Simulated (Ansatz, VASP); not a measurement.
Zr2C in VASP and in Ansatz

```
CELL_PARAMETERS angstrom
1.66773 0.96287 5.38287
-1.66773 0.96287 5.38287
0.00000 -1.92573 5.38287
ATOMIC_POSITIONS crystal
Zr 0.25557 0.25557 0.25557
Zr 0.74443 0.74443 0.74443
C 0.00000 0.00000 0.00000
```

Change from the starting cell: relaxed end of: species swapped into the Ba2N type (R-3m, No. 166).

Alike in both runs: functional PBE; k mesh 18 × 18 × 18; occupations gaussian, width 0.1 eV; no spin polarisation.

Ansatz relaxed the structure, and its values are those at the end. VASP's run is a single point on that final structure, the one shown.

|  | VASP | Ansatz |
| --- | --- | --- |
| version | VASP 6.6.1 | Ansatz 0.2.0 |
| potentials or method | VASP PAW PBE potentials, release 64 (Zr_sv, C), cutoff 520 eV | scalar-relativistic, plane waves, PAW |
| valence electrons in the cell | 28 | 28 |

VASP gave:

- gap on the k mesh at the Fermi level (eV): none
- pressure (GPa): 0.1
- rms of the force components (eV/Å): 0.007

Problem. Estimate Ansatz's values.

Solution. gap on the k mesh at the Fermi level (eV): none; pressure (GPa): 0.0; rms of the force components (eV/Å): 0.001.

A gap of «none» marks a metal or a gap that the smearing closes.
